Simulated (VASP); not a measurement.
# Ge (R-3m) in VASP: relaxation of the atoms with PBEsol

Aim: the relaxation of the atoms of Ge with PBEsol.

Program: VASP 6.6.1. These are calculated values, not measurements. Logs are shortened: lines on timing, memory, paths and dates and some standing lists are left out, and cuts for length are marked.

**1. The cell of the first run**

Symmetry: R-3m, No. 166, trigonal system. The conventional cell has a = 4.053 Å, b = 4.053 Å, c = 9.789 Å, α = 90.00°, β = 90.00°, γ = 120.00°. Ge (site symmetry 3m) has 4 Ge at 2.46 to 2.47 Å within 3.2 Å.

**2. Relaxation of the atoms, PBEsol (strained cell)**

INCAR

```
ALGO = Fast ; EDIFF = 1E-7
EDIFFG = -0.002 ; ENCUT = 520
GGA = PS ; IBRION = 2
ISIF = 2 ; ISMEAR = 0
LASPH = T ; LCHARG = F
LREAL = F ; LWAVE = F
NELM = 60 ; NSW = 60
PREC = Accurate ; SIGMA = 0.1
```

KPOINTS

```
k-points
0
Gamma
  12 12 12
```

POSCAR

```
Ge
1.0
   -0.0269721041      2.8392719406      2.8392719406
    2.8392719406     -0.0269721041      2.8392719406
    2.8392719406      2.8392719406     -0.0269721041
Ge
2
Direct
   -0.0006879015     -0.0006879015     -0.0006879015
    0.2506879015      0.2506879015      0.2506879015
```

Potentials or basis: VASP PAW PBE potentials, release 64 (Ge_d).

The run is started by

```console
cat potpaw_PBE.64/Ge_d/POTCAR > POTCAR
mpirun -np 1 vasp_std > vasp.out
```

OUTCAR:

```text
EDIFF = 1E-7
   EDIFFG = -0.002
   ENCUT = 520
   GGA = PS
   IBRION = 2
   ISIF = 2
   ISMEAR = 0
   LASPH = T
   LREAL = F
   NELM = 60
   NSW = 60
   PREC = Accurate

 ion  position               nearest neighbor table
   1  0.999  0.999  0.999-   2 2.46   2 2.47   2 2.47   2 2.47
   2  0.251  0.251  0.251-   1 2.46   1 2.47   1 2.47   1 2.47

  LATTYP: Found a trigonal (rhomboedric) cell.
 ALAT       =     4.0154274741
 COS(alpha) =     0.4904782137

  Lattice vectors:

 A1 = (  -0.0269721041,   2.8392719406,   2.8392719406)
 A2 = (   2.8392719406,  -0.0269721041,   2.8392719406)
 A3 = (   2.8392719406,   2.8392719406,  -0.0269721041)

Analysis of symmetry for initial positions (statically):
=====================================================================
 Subroutine PRICEL returns:
 Original cell was already a primitive cell.

 Routine SETGRP: Setting up the symmetry group for a
 trigonal (rhombohedral) supercell.

 Subroutine GETGRP returns: Found 12 space group operations
 (whereof  6 operations were pure point group operations)
 out of a pool of 12 trial point group operations.

The static configuration has the point symmetry C_3v.
 The point group associated with its full space group is D_3d.

Analysis of symmetry for dynamics (positions and initial velocities):
=====================================================================
 Subroutine PRICEL returns:
 Original cell was already a primitive cell.

 Routine SETGRP: Setting up the symmetry group for a
 trigonal (rhombohedral) supercell.

 Subroutine GETGRP returns: Found 12 space group operations
 (whereof  6 operations were pure point group operations)
 out of a pool of 12 trial point group operations.

The dynamic configuration has the point symmetry C_3v.
 The point group associated with its full space group is D_3d.

 Subroutine INISYM returns: Found 12 space group operations
 (whereof  6 operations are pure point group operations),
 and found     1 'primitive' translations

----------------------------------------------------------------------------------------

                                     Primitive cell

  volume of cell :      46.4297

  direct lattice vectors                    reciprocal lattice vectors
    -0.026972104  2.839271941  2.839271941    -0.173611787  0.175276857  0.175276857
     2.839271941 -0.026972104  2.839271941     0.175276857 -0.173611787  0.175276857
     2.839271941  2.839271941 -0.026972104     0.175276857  0.175276857 -0.173611787

  length of vectors
     4.015427474  4.015427474  4.015427474     0.302630147  0.302630147  0.302630147

  position of ions in fractional coordinates (direct lattice)
     0.999312098  0.999312098  0.999312098
     0.250687902  0.250687902  0.250687902

  ion indices of the primitive-cell ions
   primitive index   ion index
                 1           1
                 2           2

----------------------------------------------------------------------------------------

 KPOINTS: k-points

Automatic generation of k-mesh.
 Grid dimensions read from file:
 generate k-points for:   12   12   12

 Generating k-lattice:

  Cartesian coordinates                     Fractional coordinates (reciprocal lattice)
    -0.014467649  0.014606405  0.014606405     0.083333333  0.000000000  0.000000000
     0.014606405 -0.014467649  0.014606405     0.000000000  0.083333333  0.000000000
     0.014606405  0.014606405 -0.014467649     0.000000000  0.000000000  0.083333333

  Length of vectors
     0.025219179  0.025219179  0.025219179

  Shift w.r.t. Gamma in fractional coordinates (k-lattice)
     0.000000000  0.000000000  0.000000000

 Subroutine IBZKPT returns following result:
 ===========================================

 Found    189 irreducible k-points:

 Following reciprocal coordinates:
            Coordinates               Weight
  0.000000  0.000000  0.000000      1.000000
  0.083333  0.000000  0.000000      6.000000
  0.166667 -0.000000 -0.000000      6.000000
  0.250000  0.000000 -0.000000      6.000000
  0.333333  0.000000  0.000000      6.000000
  0.416667 -0.000000 -0.000000      6.000000
[... 16 lines left out ...]
  0.500000  0.166667  0.000000     12.000000
 -0.416667  0.166667 -0.000000     12.000000
 [... further k-points ...]
   k-points           NKPTS =    189   k-points in BZ     NKDIM =    189   number of bands    NBANDS=     18
   number of dos      NEDOS =    301   number of ions     NIONS =      2
   total plane-waves  NPLWV =  27000
   dimension x,y,z NGX =    30 NGY =   30 NGZ =   30
   dimension x,y,z NGXF=    60 NGYF=   60 NGZF=   60
   ions per type =               2
   NGX,Y,Z   is equivalent  to a cutoff of  12.42, 12.42, 12.42 a.u.
   NGXF,Y,Z  is equivalent  to a cutoff of  24.84, 24.84, 24.84 a.u.
 SYSTEM =  unknown system
   PREC   = accura    normal or accurate (medium, high low for compatibility)
   ISTART =      0    job   : 0-new  1-cont  2-samecut
   ICHARG =      2    charge: 1-file 2-atom 10-const
   ISPIN  =      1    spin polarized calculation?
   LNONCOLLINEAR =      F non collinear calculations
   LSORBIT =      F    spin-orbit coupling
   LASPH  =      T    aspherical Exc in radial PAW
   ENCUT  =  520.0 eV  38.22 Ry    6.18 a.u.   7.47  7.47  7.47*2*pi/ulx,y,z
   NELM   =     60;   NELMIN=  2; NELMDL= -5     # of ELM steps
   EDIFF  = 0.1E-06   stopping-criterion for ELM
   LREAL  =      F    real-space projection
   EDIFFG = -.2E-02   stopping-criterion for IOM
   NSW    =     60    number of steps for IOM
   IBRION =      2    ionic relax: 0-MD 1-quasi-New 2-CG
   NFREE  =      1    steps in history (QN), initial steepest desc. (CG)
   ISIF   =      2    stress and relaxation
   ISYM   =      2    0-nonsym 1-usesym 2-fastsym
   POTIM  = 0.5000    time-step for ionic-motion
   TEBEG  =    0.0;   TEEND  =   0.0 temperature during run
   PSTRESS=    0.0 pullay stress
   NELECT =      28.0000    total number of electrons
   NUPDOWN=      -1.0000    fix difference up-down
   EMIN   =  10.00;   EMAX   =-10.00  energy-range for DOS
   EFERMI =   0.00;   METHOD = LEGACY
   ISMEAR =     0;   SIGMA  =   0.10  broadening in eV -4-tet -1-fermi 0-gaus
   EFERMI_NEDOS =   21; number of points for ismear=-14 and -15
   IALGO  =     68    algorithm
   IMIX   =      4    mixing-type and parameters
     AMIX     =   0.40;   BMIX     =  1.00
     AMIX_MAG =   1.60;   BMIX_MAG =  1.00
  volume/ion in A,a.u.               =      23.21       156.66
  Fermi-wavevector in a.u.,A,eV,Ry     =   1.383128  2.613733 26.028524  1.913043
  Thomas-Fermi vector in A             =   2.507755
   LORBIT       =      0    0 simple, 1 ext, 2 COOP (PROOUT), +10 PAW based schemes
   GGA     = PS    functional components
   LHFCALC =     F    Hartree Fock is set to
   AEXX    =    0.0000 exact exchange contribution
   IVDW    =     0    specifies the selected vdW correction
   LEPSILON=     F    determine dielectric tensor
   LRPA    =     F    only Hartree local field effects (RPA)
 conjugate gradient relaxation of ions
 non-spin polarized calculation
 RMM-DIIS sequential band-by-band and
 Gauss-broadening in eV      SIGMA  =   0.10
  energy-cutoff  :      520.00
  volume of cell :       46.43
 maximum number of plane-waves:      1273
 NGX is ok and might be reduce to    30
   NGX = 15   NGY = 15   NGZ = 15

--------------------------------------- Ionic step        1  -------------------------------------------

 number of electron      27.9999999 magnetization

 Free energy of the ion-electron system (eV)
  ---------------------------------------------------
  ext. energy  EPLUGINS =         0.00000000
  ---------------------------------------------------
  free energy    TOTEN  =        -9.86923323 eV

  energy without entropy =       -9.86882510  energy(sigma->0) =       -9.86902916

------------------------ aborting loop because EDIFF is reached ----------------------------------------

  FORCE on cell =-STRESS in cart. coord.  units (eV):
  Direction    XX          YY          ZZ          XY          YZ          ZX
  --------------------------------------------------------------------------------------
  -------------------------------------------------------------------------------------
  Total       -0.3046696     -0.3046696     -0.3046696      0.1441706      0.1441706      0.1441706
  in kB      -10.5134230    -10.5134230    -10.5134230      4.9749839      4.9749839      4.9749839
  external PRESSURE =     -10.5134230 kB  Pullay stress =       0.0000000 kB

 VOLUME and BASIS-vectors are now :
 -----------------------------------------------------------------------------
  energy-cutoff  :      520.00
  volume of cell :       46.43
      direct lattice vectors                 reciprocal lattice vectors
    -0.026972104  2.839271941  2.839271941    -0.173611787  0.175276857  0.175276857
     2.839271941 -0.026972104  2.839271941     0.175276857 -0.173611787  0.175276857
     2.839271941  2.839271941 -0.026972104     0.175276857  0.175276857 -0.173611787

 POSITION                                       TOTAL-FORCE (eV/Angst)
 -----------------------------------------------------------------------------------
      5.64768      5.64768      5.64768         0.001743      0.001743      0.001743
      1.41678      1.41678      1.41678        -0.001743     -0.001743     -0.001743
 -----------------------------------------------------------------------------------
    total drift:                               -0.000000     -0.000000      0.000000

  FREE ENERGIE OF THE ION-ELECTRON SYSTEM (eV)
  ---------------------------------------------------
  free  energy   TOTEN  =        -9.8692332276 eV

  energy  without entropy=       -9.8688250955  energy(sigma->0) =       -9.86902916

--------------------------------------- Ionic step        2  -------------------------------------------

 number of electron      27.9999999 magnetization

 Free energy of the ion-electron system (eV)
  ---------------------------------------------------
  ext. energy  EPLUGINS =         0.00000000
  ---------------------------------------------------
  free energy    TOTEN  =        -9.86923367 eV

  energy without entropy =       -9.86882647  energy(sigma->0) =       -9.86903007

 E-fermi :   4.5971     XC(G=0): -10.0105

 val. band max:        4.5836925487   @ k =   0.4167   0.4167   0.4167
 cond. band min:       4.6994956647   @ k =   0.0000   0.0000   0.0000
 fundamental gap:      0.1158031160
 Fermi energy:         4.5970553928

 k-point     1 :       0.0000    0.0000    0.0000
  band No.  band energies     occupation
      1     -20.1161      2.00000
      2     -20.1065      2.00000
      3     -20.1065      2.00000
      4     -20.0750      2.00000
      5     -20.0750      2.00000
      6     -19.8801      2.00000
[... 10 lines left out ...]
     17       7.0977      0.00000
     18       7.2394      0.00000

 k-point     2 :       0.0833    0.0000    0.0000
  band No.  band energies     occupation
      1     -20.1191      2.00000
      2     -20.1109      2.00000
      3     -20.1059      2.00000
      4     -20.0699      2.00000
      5     -20.0694      2.00000
      6     -19.8854      2.00000
[... 10 lines left out ...]
     17       7.4314      0.00000
     18       7.4720      0.00000

 k-point     3 :       0.1667   -0.0000   -0.0000
  band No.  band energies     occupation
      1     -20.1252      2.00000
      2     -20.1187      2.00000
      3     -20.1037      2.00000
      4     -20.0593      2.00000
      5     -20.0588      2.00000
      6     -19.8939      2.00000
[... 412 lines left out ...]
 k-point    23 :       0.5000    0.1667    0.0000
  band No.  band energies     occupation
      1     -20.1481      2.00000
      2     -20.1381      2.00000
      3     -20.0770      2.00000
      4     -20.0230      2.00000
      5     -20.0170      2.00000
      6     -19.9426      2.00000
[... 10 lines left out ...]
     17       9.5446      0.00000
     18      10.7868      0.00000

 k-point    24 :      -0.4167    0.1667   -0.0000
  band No.  band energies     occupation
      1     -20.1489      2.00000
      2     -20.1402      2.00000
      3     -20.0715      2.00000
      4     -20.0261      2.00000
      5     -20.0167      2.00000
      6     -19.9308      2.00000
[... 10 lines left out ...]
     17       9.3016      0.00000
     18      11.9772      0.00000

 [... further k-points ...]

------------------------ aborting loop because EDIFF is reached ----------------------------------------

  FORCE on cell =-STRESS in cart. coord.  units (eV):
  Direction    XX          YY          ZZ          XY          YZ          ZX
  --------------------------------------------------------------------------------------
  -------------------------------------------------------------------------------------
  Total       -0.3092911     -0.3092911     -0.3092911      0.1455408      0.1455408      0.1455408
  in kB      -10.6728988    -10.6728988    -10.6728988      5.0222650      5.0222650      5.0222650
  external PRESSURE =     -10.6728988 kB  Pullay stress =       0.0000000 kB

 VOLUME and BASIS-vectors are now :
 -----------------------------------------------------------------------------
  energy-cutoff  :      520.00
  volume of cell :       46.43
      direct lattice vectors                 reciprocal lattice vectors
    -0.026972104  2.839271941  2.839271941    -0.173611787  0.175276857  0.175276857
     2.839271941 -0.026972104  2.839271941     0.175276857 -0.173611787  0.175276857
     2.839271941  2.839271941 -0.026972104     0.175276857  0.175276857 -0.173611787

 POSITION                                       TOTAL-FORCE (eV/Angst)
 -----------------------------------------------------------------------------------
      5.64777      5.64777      5.64777        -0.000572     -0.000572     -0.000572
      1.41670      1.41670      1.41670         0.000572      0.000572      0.000572
 -----------------------------------------------------------------------------------
    total drift:                                0.000000      0.000000      0.000000

  FREE ENERGIE OF THE ION-ELECTRON SYSTEM (eV)
  ---------------------------------------------------
  free  energy   TOTEN  =        -9.8692336728 eV

  energy  without entropy=       -9.8688264699  energy(sigma->0) =       -9.86903007

 reached required accuracy - stopping structural energy minimisation
```

Run time: 3.6 min. Hardware: 1 thread of Oxide Virtual Turin-like, shared host; peak memory 0.22 GiB.

What came out:

```
Free energy               : -9.8692 eV
Energy gained by relaxing : 0.0 meV/atom
Ionic steps               : 2
Pressure after relaxing   : -1.1 GPa
Band gap on the k mesh    : zero (bands 14 and 15 overlap by 0.06 eV)
```

Final structure:
```yaml
crystal:
  lattice:
    - [-0.02697, 2.83927, 2.83927]
    - [2.83927, -0.02697, 2.83927]
    - [2.83927, 2.83927, -0.02697]
  atoms:
    - { symbol: Ge, position: [0.99933, 0.99933, 0.99933] }
    - { symbol: Ge, position: [0.25067, 0.25067, 0.25067] }
```

Caveat: the cell differs from its parent crystal (strained cell); semilocal functionals underestimate gaps, and a narrow one can read as zero; the PAW data sets were made with another functional, which shifts forces and pressure a little.

The gap in the log of VASP goes by the Fermi energy; the results here count the filled bands.